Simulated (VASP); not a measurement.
# GaGe (F-43m) in VASP: further runs

The runs below take GaGe through single point, with PBEsol-based screened hybrid with 25 % exact exchange, HSE06, PBE-based global hybrid with 10 % exact exchange, PBE-based global hybrid with 25 % exact exchange, PBE-based global hybrid with 35 % exact exchange.

Everything below comes from runs of VASP 6.6.1. Logs are shortened: lines on timing, memory, paths and dates and some standing lists are left out, and cuts for length are marked.

## (1) The cell of the first run

Symmetry: F-43m, No. 216, cubic system. Conventional cell: a = 5.671 Å, b = 5.671 Å, c = 5.671 Å, α = 90.00°, β = 90.00°, γ = 90.00°. Within 3.2 Å of Ge (site symmetry -43m) lie 4 Ga at 2.46 Å. Within 3.2 Å of Ga (site symmetry -43m) lie 4 Ge at 2.46 Å.

## (2) Single point, PBEsol-based screened hybrid with 25 % exact exchange

Contents of POSCAR:

```
GaGe
1.0
    0.0000000000      2.8357120503      2.8357120503
    2.8357120503      0.0000000000      2.8357120503
    2.8357120503      2.8357120503      0.0000000000
Ge Ga
1 1
Direct
    0.0000000000      0.0000000000      0.0000000000
    0.2500000000      0.2500000000      0.2500000000
```

Contents of INCAR.step1:

```
PREC = Accurate ; ENCUT = 520
EDIFF = 1E-5 ; ISMEAR = -1
SIGMA = 0.05 ; LREAL = F
LASPH = T ; NELM = 100
ALGO = Normal ; ISIF = 2
LWAVE = T ; LCHARG = F
GGA = PE ; NBANDS = 20
```

Contents of INCAR.step2:

```
PREC = Accurate ; ENCUT = 520
EDIFF = 1E-7 ; ISMEAR = -1
SIGMA = 0.05 ; LREAL = F
LASPH = T ; NELM = 100
ALGO = Normal ; ISIF = 2
LWAVE = F ; LCHARG = F
GGA = PS ; LHFCALC = T
AEXX = 0.25 ; HFSCREEN = 0.207
PRECFOCK = Normal ; ISTART = 1
NBANDS = 20
```

Contents of KPOINTS:

```
regular mesh
0
Gamma
  4 4 4
```

Potentials or basis: VASP PAW PBE potentials, release 64 (Ge_d, Ga_d).

The run is started by

```sh
$ cat potpaw_PBE.64/Ge_d/POTCAR potpaw_PBE.64/Ga_d/POTCAR > POTCAR
$ cp INCAR.step1 INCAR
$ mpirun -np 1 vasp_std > vasp.out
$ cp INCAR.step2 INCAR
$ mpirun -np 1 vasp_std > vasp.out
```

OUTCAR:

```text
PREC = Accurate
   ENCUT = 520
   EDIFF = 1E-7
   ISMEAR = -1
   LREAL = F
   LASPH = T
   NELM = 100
   ISIF = 2
   GGA = PS
   LHFCALC = T
   AEXX = 0.25
   HFSCREEN = 0.207
   PRECFOCK = Normal
   ISTART = 1

 ion  position               nearest neighbor table
   1  0.000  0.000  0.000-   2 2.46   2 2.46   2 2.46   2 2.46
   2  0.250  0.250  0.250-   1 2.46   1 2.46   1 2.46   1 2.46

  LATTYP: Found a face centered cubic cell.
 ALAT       =     5.6714241006

  Lattice vectors:

 A1 = (   0.0000000000,   2.8357120503,   2.8357120503)
 A2 = (   2.8357120503,   0.0000000000,   2.8357120503)
 A3 = (   2.8357120503,   2.8357120503,   0.0000000000)

Analysis of symmetry for initial positions (statically):
=====================================================================
 Subroutine PRICEL returns:
 Original cell was already a primitive cell.

 Routine SETGRP: Setting up the symmetry group for a
 face centered cubic supercell.

 Subroutine GETGRP returns: Found 24 space group operations
 (whereof 24 operations were pure point group operations)
 out of a pool of 48 trial point group operations.

The static configuration has the point symmetry T_d .

Analysis of symmetry for dynamics (positions and initial velocities):
=====================================================================
 Subroutine PRICEL returns:
 Original cell was already a primitive cell.

 Routine SETGRP: Setting up the symmetry group for a
 face centered cubic supercell.

 Subroutine GETGRP returns: Found 24 space group operations
 (whereof 24 operations were pure point group operations)
 out of a pool of 48 trial point group operations.

The dynamic configuration has the point symmetry T_d .

 Subroutine INISYM returns: Found 24 space group operations
 (whereof 24 operations are pure point group operations),
 and found     1 'primitive' translations

----------------------------------------------------------------------------------------

                                     Primitive cell

  volume of cell :      45.6054

  direct lattice vectors                    reciprocal lattice vectors
     0.000000000  2.835712050  2.835712050    -0.176322557  0.176322557  0.176322557
     2.835712050  0.000000000  2.835712050     0.176322557 -0.176322557  0.176322557
     2.835712050  2.835712050  0.000000000     0.176322557  0.176322557 -0.176322557

  length of vectors
     4.010302441  4.010302441  4.010302441     0.305399627  0.305399627  0.305399627

  position of ions in fractional coordinates (direct lattice)
     0.000000000  0.000000000  0.000000000
     0.250000000  0.250000000  0.250000000

  ion indices of the primitive-cell ions
   primitive index   ion index
                 1           1
                 2           2

----------------------------------------------------------------------------------------

 KPOINTS: regular mesh

Automatic generation of k-mesh.
 Grid dimensions read from file:
 generate k-points for:    4    4    4

 Generating k-lattice:

  Cartesian coordinates                     Fractional coordinates (reciprocal lattice)
    -0.044080639  0.044080639  0.044080639     0.250000000  0.000000000  0.000000000
     0.044080639 -0.044080639  0.044080639     0.000000000  0.250000000  0.000000000
     0.044080639  0.044080639 -0.044080639     0.000000000  0.000000000  0.250000000

  Length of vectors
     0.076349907  0.076349907  0.076349907

  Shift w.r.t. Gamma in fractional coordinates (k-lattice)
     0.000000000  0.000000000  0.000000000

 Subroutine IBZKPT returns following result:
 ===========================================

 Found      8 irreducible k-points:

 Following reciprocal coordinates:
            Coordinates               Weight
  0.000000  0.000000  0.000000      1.000000
  0.250000  0.000000  0.000000      8.000000
  0.500000  0.000000  0.000000      4.000000
  0.250000  0.250000  0.000000      6.000000
  0.500000  0.250000  0.000000     24.000000
 -0.250000  0.250000  0.000000     12.000000
  0.500000  0.500000  0.000000      3.000000
 -0.250000  0.500000  0.250000      6.000000
   k-points           NKPTS =      8   k-points in BZ     NKDIM =     64   number of bands    NBANDS=     20
   number of dos      NEDOS =    301   number of ions     NIONS =      2
   total plane-waves  NPLWV =  27000
   dimension x,y,z NGX =    30 NGY =   30 NGZ =   30
   dimension x,y,z NGXF=    60 NGYF=   60 NGZF=   60
   ions per type =               1   1
   NGX,Y,Z   is equivalent  to a cutoff of  12.44, 12.44, 12.44 a.u.
   NGXF,Y,Z  is equivalent  to a cutoff of  24.87, 24.87, 24.87 a.u.
 SYSTEM =  unknown system
   PREC   = accura    normal or accurate (medium, high low for compatibility)
   ISTART =      1    job   : 0-new  1-cont  2-samecut
   ICHARG =      0    charge: 1-file 2-atom 10-const
   ISPIN  =      1    spin polarized calculation?
   LNONCOLLINEAR =      F non collinear calculations
   LSORBIT =      F    spin-orbit coupling
   LASPH  =      T    aspherical Exc in radial PAW
   ENCUT  =  520.0 eV  38.22 Ry    6.18 a.u.   7.46  7.46  7.46*2*pi/ulx,y,z
   NELM   =    100;   NELMIN=  2; NELMDL=  0     # of ELM steps
   EDIFF  = 0.1E-06   stopping-criterion for ELM
   LREAL  =      F    real-space projection
   EDIFFG = 0.1E-05   stopping-criterion for IOM
   NSW    =      0    number of steps for IOM
   IBRION =     -1    ionic relax: 0-MD 1-quasi-New 2-CG
   NFREE  =      0    steps in history (QN), initial steepest desc. (CG)
   ISIF   =      2    stress and relaxation
   ISYM   =      3    0-nonsym 1-usesym 2-fastsym
   POTIM  = 0.5000    time-step for ionic-motion
   TEBEG  =    0.0;   TEEND  =   0.0 temperature during run
   PSTRESS=    0.0 pullay stress
   NELECT =      27.0000    total number of electrons
   NUPDOWN=      -1.0000    fix difference up-down
   EMIN   =  10.00;   EMAX   =-10.00  energy-range for DOS
   EFERMI =   0.00;   METHOD = LEGACY
   ISMEAR =    -1;   SIGMA  =   0.05  broadening in eV -4-tet -1-fermi 0-gaus
   EFERMI_NEDOS =   21; number of points for ismear=-14 and -15
   IALGO  =     38    algorithm
   IMIX   =      1    mixing-type and parameters
     AMIX     =   0.40;   BMIX     =  1.00
     AMIX_MAG =   1.60;   BMIX_MAG =  1.00
  volume/ion in A,a.u.               =      22.80       153.88
  Fermi-wavevector in a.u.,A,eV,Ry     =   1.374645  2.597703 25.710242  1.889649
  Thomas-Fermi vector in A             =   2.500053
   LORBIT       =      0    0 simple, 1 ext, 2 COOP (PROOUT), +10 PAW based schemes
   GGA     = PS    functional components
   LHFCALC =     T    Hartree Fock is set to
   PRECFOCK=normal    Normal, Fast or Accurate (Low or Medium for compatibility)
   ENCUT4O =  -1.0   cutoff for four orbital integrals eV
   NKREDX  =     1    reduce k-point grid by
   NKREDY  =     1    reduce k-point grid by
   NKREDZ  =     1    reduce k-point grid by
   AEXX    =    0.2500 exact exchange contribution
   HFSCREEN=    0.2070 screening length (either q_TF or 0.3 A-1)
   HFSCREENC=   0.2070 screening length for correlation (either q_TF or 0.3 A-1)
   ENCUTFOCK=  -1.0 apply spherical cutoff to Coloumb kernel
   IVDW    =     0    specifies the selected vdW correction
   LEPSILON=     F    determine dielectric tensor
   LRPA    =     F    only Hartree local field effects (RPA)
 non-spin polarized calculation
  energy-cutoff  :      520.00
  volume of cell :       45.61
 maximum number of plane-waves:      1243
 NGX is ok and might be reduce to    30
  NGX = 24; NGY = 24; NGZ = 24

 number of electron      26.9999997 magnetization

 Free energy of the ion-electron system (eV)
  ---------------------------------------------------
  ext. energy  EPLUGINS =         0.00000000
  ---------------------------------------------------
  free energy    TOTEN  =        -8.78322703 eV

  energy without entropy =       -8.76734401  energy(sigma->0) =       -8.77528552

 E-fermi :   3.5998     XC(G=0):  -8.3013

 val. band max:        3.5915995334   @ k =  -0.2500   0.2500   0.0000
 cond. band min:       3.7345605709   @ k =   0.5000   0.0000   0.0000
 fundamental gap:      0.1429610376
 Fermi energy:         3.5998444374

 k-point     1 :       0.0000    0.0000    0.0000
  band No.  band energies     occupation
      1     -23.8736      2.00000
      2     -23.8736      2.00000
      3     -23.8736      2.00000
      4     -23.8496      2.00000
      5     -23.8496      2.00000
      6     -13.8277      2.00000
[... 12 lines left out ...]
     19      11.8855      0.00000
     20      15.1509      0.00000

 k-point     2 :       0.2500    0.0000    0.0000
  band No.  band energies     occupation
      1     -23.8731      2.00000
      2     -23.8718      2.00000
      3     -23.8718      2.00000
      4     -23.8492      2.00000
      5     -23.8492      2.00000
      6     -13.8399      2.00000
[... 12 lines left out ...]
     19      13.2892      0.00000
     20      13.7717      0.00000

 k-point     3 :       0.5000    0.0000    0.0000
  band No.  band energies     occupation
      1     -23.8728      2.00000
      2     -23.8704      2.00000
      3     -23.8704      2.00000
      4     -23.8486      2.00000
      5     -23.8486      2.00000
      6     -13.8526      2.00000
[... 12 lines left out ...]
     19      16.2330      0.00000
     20      17.0723      0.00000

 k-point     4 :       0.2500    0.2500    0.0000
  band No.  band energies     occupation
      1     -23.8755      2.00000
      2     -23.8698      2.00000
      3     -23.8698      2.00000
      4     -23.8510      2.00000
      5     -23.8475      2.00000
      6     -13.8537      2.00000
[... 12 lines left out ...]
     19      13.0142      0.00000
     20      16.0400      0.00000

 k-point     5 :       0.5000    0.2500    0.0000
  band No.  band energies     occupation
      1     -23.8744      2.00000
      2     -23.8689      2.00000
      3     -23.8682      2.00000
      4     -23.8506      2.00000
      5     -23.8472      2.00000
      6     -13.8617      2.00000
[... 12 lines left out ...]
     19      15.8851      0.00000
     20      17.2208      0.00000

 k-point     6 :      -0.2500    0.2500    0.0000
  band No.  band energies     occupation
      1     -23.8722      2.00000
      2     -23.8708      2.00000
      3     -23.8699      2.00000
      4     -23.8491      2.00000
      5     -23.8488      2.00000
      6     -13.8522      2.00000
[... 12 lines left out ...]
     19      13.0464      0.00000
     20      15.4703      0.00000

 k-point     7 :       0.5000    0.5000    0.0000
  band No.  band energies     occupation
      1     -23.8776      2.00000
      2     -23.8662      2.00000
      3     -23.8662      2.00000
      4     -23.8524      2.00000
      5     -23.8455      2.00000
      6     -13.8768      2.00000
[... 12 lines left out ...]
     19      17.3717      0.00000
     20      18.6575      0.00000

 k-point     8 :      -0.2500    0.5000    0.2500
  band No.  band energies     occupation
      1     -23.8727      2.00000
      2     -23.8711      2.00000
      3     -23.8662      2.00000
      4     -23.8506      2.00000
      5     -23.8472      2.00000
      6     -13.8637      2.00000
[... 12 lines left out ...]
     19      17.0926      0.00000
     20      17.6850      0.00000

------------------------ aborting loop because EDIFF is reached ----------------------------------------

  FORCE on cell =-STRESS in cart. coord.  units (eV):
  Direction    XX          YY          ZZ          XY          YZ          ZX
  --------------------------------------------------------------------------------------
  -------------------------------------------------------------------------------------
  Total        0.0022868      0.0022868      0.0022868      0.0000000     -0.0000000      0.0000000
  in kB        0.0803384      0.0803384      0.0803384      0.0000000     -0.0000000      0.0000000
  external PRESSURE =       0.0803384 kB  Pullay stress =       0.0000000 kB

 VOLUME and BASIS-vectors are now :
 -----------------------------------------------------------------------------
  energy-cutoff  :      520.00
  volume of cell :       45.61
      direct lattice vectors                 reciprocal lattice vectors
     0.000000000  2.835712050  2.835712050    -0.176322557  0.176322557  0.176322557
     2.835712050  0.000000000  2.835712050     0.176322557 -0.176322557  0.176322557
     2.835712050  2.835712050  0.000000000     0.176322557  0.176322557 -0.176322557

 POSITION                                       TOTAL-FORCE (eV/Angst)
 -----------------------------------------------------------------------------------
      0.00000      0.00000      0.00000         0.000000      0.000000      0.000000
      1.41786      1.41786      1.41786        -0.000000     -0.000000     -0.000000
 -----------------------------------------------------------------------------------
    total drift:                                0.000001     -0.000000      0.000001

  FREE ENERGIE OF THE ION-ELECTRON SYSTEM (eV)
  ---------------------------------------------------
  free  energy   TOTEN  =        -8.7832270343 eV

  energy  without entropy=       -8.7673440126  energy(sigma->0) =       -8.77528552
```

Wall time 23 min (1 thread of Intel Xeon Platinum 8488C (Sapphire Rapids), shared host); peak memory 0.28 GiB.

What came out:

```
Free energy            : -8.7832 eV
Pressure               : 0.0 GPa
Band gap on the k mesh : zero (an odd number of electrons rules out a gap without spin polarisation)
```

Levels at points of the mesh, in eV from the Fermi level:
```csv
k point,band 10,band 11,band 12,band 13,band 14,band 15,band 16,band 17,band 18,band 19
"(0.00, 0.00, 0.00)",-17.36,-12.55,1.73,1.73,1.73,3.15,4.77,4.77,4.77,8.29
"(0.50, 0.00, 0.00)",-17.36,-10.15,-6.63,0.13,0.13,2.60,5.75,5.75,8.59,12.63
"(0.50, 0.50, 0.00)",-17.35,-8.84,-7.02,-1.95,-1.95,2.36,2.55,12.50,12.50,13.77
```

Caveat: the k points lie up to 0.48 Å⁻¹ apart, too coarse for converged energies and pressures of a metal; the PAW data sets were made with another functional, which shifts forces and pressure a little.

## (3) Single point, HSE06

This run uses another cell than the first one, of 23.54 Å³/atom.

Contents of POSCAR:

```
GaGe
1.0
    0.0000000000      2.8660312537      2.8660312537
    2.8660312537      0.0000000000      2.8660312537
    2.8660312537      2.8660312537      0.0000000000
Ge Ga
1 1
Direct
    0.0000000000      0.0000000000      0.0000000000
    0.2500000000      0.2500000000      0.2500000000
```

Contents of INCAR.step1:

```
PREC = Accurate
ENCUT = 520
EDIFF = 1E-5
ISMEAR = -1
SIGMA = 0.05
LREAL = False
LASPH = True
NELM = 100
ALGO = Normal
ISIF = 2
LWAVE = True
LCHARG = False
NBANDS = 20
GGA = PE
```

Contents of INCAR.step2:

```
PREC = Accurate
ENCUT = 520
EDIFF = 1E-7
ISMEAR = -1
SIGMA = 0.05
LREAL = False
LASPH = True
NELM = 100
ALGO = Normal
ISIF = 2
LWAVE = False
LCHARG = False
GGA = PE
LHFCALC = True
HFSCREEN = 0.2079
PRECFOCK = Normal
NBANDS = 20
ISTART = 1
```

Contents of KPOINTS:

```
Automatic mesh
0
Gamma
  4 4 4
```

Potentials or basis: VASP PAW PBE potentials, release 64 (Ge_d, Ga_d).

The run is started by

```sh
$ cat potpaw_PBE.64/Ge_d/POTCAR potpaw_PBE.64/Ga_d/POTCAR > POTCAR
$ cp INCAR.step1 INCAR
$ mpirun -np 1 vasp_std > vasp.out
$ cp INCAR.step2 INCAR
$ mpirun -np 1 vasp_std > vasp.out
```

Wall time 22 min (1 thread of Intel Xeon Platinum 8488C (Sapphire Rapids), shared host); peak memory 0.3 GiB.

The run converged. Its results:

| Quantity | Value |
| --- | --- |
| Free energy | -8.2272 eV |
| Pressure | 0.1 GPa |
| Band gap on the k mesh | zero (an odd number of electrons rules out a gap without spin polarisation) |

Levels at points of the mesh, in eV from the Fermi level:
```
           k point  band 10  band 11  band 12  band 13  band 14  band 15  band 16  band 17  band 18  band 19
(0.00, 0.00, 0.00)   -17.38   -12.32     1.67     1.67     1.67     2.88     4.71     4.71     4.71     8.24
(0.50, 0.00, 0.00)   -17.38   -10.02    -6.48     0.13     0.13     2.48     5.69     5.69     8.60    12.41
(0.50, 0.50, 0.00)   -17.37    -8.76    -6.89    -1.88    -1.88     2.40     2.56    12.20    12.20    13.45
```

Caveat: the k points lie up to 0.47 Å⁻¹ apart, too coarse for converged energies and pressures of a metal; the PAW data sets were made with another functional, which shifts forces and pressure a little.

## (4) Single point, PBE-based global hybrid with 10 % exact exchange

This run uses another cell than the first one, of 24.33 Å³/atom.

Contents of POSCAR:

```
GaGe
1.0
    0.0000000000      2.8978440000      2.8978440000
    2.8978440000      0.0000000000      2.8978440000
    2.8978440000      2.8978440000      0.0000000000
Ge Ga
1 1
Direct
    0.0000000000      0.0000000000      0.0000000000
    0.2500000000      0.2500000000      0.2500000000
```

Contents of INCAR.step1:

```
PREC = Accurate ; ENCUT = 520
EDIFF = 1E-5 ; ISMEAR = -1
SIGMA = 0.05 ; LREAL = F
LASPH = T ; NELM = 100
ALGO = Normal ; ISIF = 2
LWAVE = T ; LCHARG = F
NBANDS = 20 ; GGA = PE
LUSENCCL = F
```

Contents of INCAR.step2:

```
PREC = Accurate ; ENCUT = 520
EDIFF = 1E-6 ; ISMEAR = -1
SIGMA = 0.05 ; LREAL = F
LASPH = T ; NELM = 100
ALGO = Normal ; ISIF = 2
LWAVE = F ; LCHARG = F
GGA = PE ; LHFCALC = T
AEXX = 0.1 ; PRECFOCK = Normal
NBANDS = 20 ; ISTART = 1
LUSENCCL = F
```

Contents of KPOINTS:

```
Automatic mesh
0
Gamma
  5 5 5
```

The run is started by

```sh
$ cat potpaw_PBE.64/Ge_d/POTCAR potpaw_PBE.64/Ga_d/POTCAR > POTCAR
$ cp INCAR.step1 INCAR
$ mpirun -np 1 vasp_std > vasp.out
$ cp INCAR.step2 INCAR
$ mpirun -np 1 vasp_std > vasp.out
```

It took 20 min on 1 × NVIDIA H100 80GB with 1 thread of AMD EPYC 7R13 (Zen 3), shared host; peak memory 1.3 GiB.

The run converged. Its results:

```
Free energy            : -7.8836 eV
Pressure               : -0.7 GPa
Band gap on the k mesh : zero (an odd number of electrons rules out a gap without spin polarisation)
```

Levels at points of the mesh, in eV from the Fermi level:
```tsv
k point	band 11	band 12	band 13	band 14	band 15	band 16
(0.00, 0.00, 0.00)	-11.09	2.05	2.05	2.05	2.60	4.88
```

Caveat: the k points lie up to 0.38 Å⁻¹ apart, too coarse for converged energies and pressures of a metal; the PAW data sets were made with another functional, which shifts forces and pressure a little.

(Part 1 of 2 ends here.)
